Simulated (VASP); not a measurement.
**TiN (Osbornite): single point with PBE**

TiN (Osbornite):

```xyz
2
Lattice="2.9967 0.0000 0.0000 1.4984 2.5952 0.0000 1.4984 0.8651 2.4468" Properties=species:S:1:pos:R:3 pbc="T T T"
Ti    0.0000    0.0000    0.0000
N     2.9967    1.7302    1.2234
```

- Program: VASP 6.6.1
- Task: single point
- Functional: PBE
- Potentials or basis: VASP PAW PBE potentials, release 64 (Ti_sv, N)
- Cutoff: 600 eV
- k mesh: 9 × 9 × 9
- Occupations: fermi-dirac, width 0.1 eV
- Spin: no spin polarisation
- Dipole correction: no
- Further INCAR settings: ALGO = Normal; EDIFF = 1e-06; NBANDS = 16

```
Pressure : 2.2 GPa
```

Levels at points of the mesh, in eV from the Fermi level:
| k point | band 7 | band 8 | band 9 | band 10 | band 11 | band 12 |
| --- | --- | --- | --- | --- | --- | --- |
| (0.00, 0.00, 0.00) | -2.00 | -2.00 | -0.57 | -0.57 | -0.57 | 0.62 |

Wall time 17 s on 1 thread of AMD EPYC 9R45 (Zen 5), on a shared host, peak memory 0.11 GiB.
